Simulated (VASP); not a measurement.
A run of VASP 6.6.1 is set up as follows.

File POSCAR:

```
SiC
1.0
    3.0760000000      0.0000000000      0.0000000000
   -1.5380000000      2.6638941420      0.0000000000
    0.0000000000      0.0000000000      5.0480000000
Si C
2 2
Direct
    0.6666666667      0.3333333333      0.5000000000
    0.3333333333      0.6666666667      0.0000000000
    0.6666666667      0.3333333333      0.8850000000
    0.3333333333      0.6666666667      0.3850000000
```

File INCAR.step1:

```
ALGO     = Normal         # electronic algorithm
EDIFF    = 1E-5           # SCF threshold, eV
ENCUT    = 520            # plane-wave cutoff, eV
GGA      = PE             # functional
ISIF     = 2              # what is computed and relaxed
ISMEAR   = -1             # smearing method
LASPH    = True           # aspherical terms in the spheres
LCHARG   = False          # write CHGCAR
LREAL    = False          # projectors in reciprocal space
LWAVE    = True           # write WAVECAR
NBANDS   = 16             # bands
NELM     = 100            # most SCF steps
PREC     = Accurate       # precision mode
SIGMA    = 0.05           # smearing width, eV
```

Contents of INCAR.step2:

```
AEXX     = 0.25           # exact-exchange fraction
ALGO     = Normal         # electronic algorithm
EDIFF    = 1E-6           # SCF threshold, eV
ENCUT    = 520            # plane-wave cutoff, eV
ISIF     = 2              # what is computed and relaxed
ISMEAR   = -1             # smearing method
ISTART   = 1            
LASPH    = True           # aspherical terms in the spheres
LCHARG   = False          # write CHGCAR
LHFCALC  = True           # exact exchange
LMIXTAU  = True         
LREAL    = False          # projectors in reciprocal space
LWAVE    = False          # write WAVECAR
METAGGA  = R2SCAN         # meta-GGA
NBANDS   = 16             # bands
NELM     = 100            # most SCF steps
PREC     = Accurate       # precision mode
PRECFOCK = Normal       
SIGMA    = 0.05           # smearing width, eV
```

Contents of KPOINTS:

```
k-points
0
Gamma
  5 5 3
```

Potentials or basis: VASP PAW PBE potentials, release 64 (Si, C).

The run is started by

```sh
$ cat potpaw_PBE.64/Si/POTCAR potpaw_PBE.64/C/POTCAR > POTCAR
$ cp INCAR.step1 INCAR
$ mpirun -np 1 vasp_std > vasp.out
$ cp INCAR.step2 INCAR
$ mpirun -np 1 vasp_std > vasp.out
```

Predict the band gap on the k mesh.

4.79 eV (least direct gap 6.40 eV).

Estimate the pressure.

-3.5 GPa.

What does it give for the largest force?

0.769 eV/Å.

Forces in eV/Å, atoms in the order of the input:
```
Si   0.000  0.000  0.769
Si   0.000  0.000  0.769
C    0.000  0.000 -0.769
C    0.000  0.000 -0.769
```

Caveat: the k points lie up to 0.47 Å⁻¹ apart; the PAW data sets were made with another functional, which shifts forces and pressure a little; an odd mesh through Γ misses points on the zone boundary, where band edges can lie.
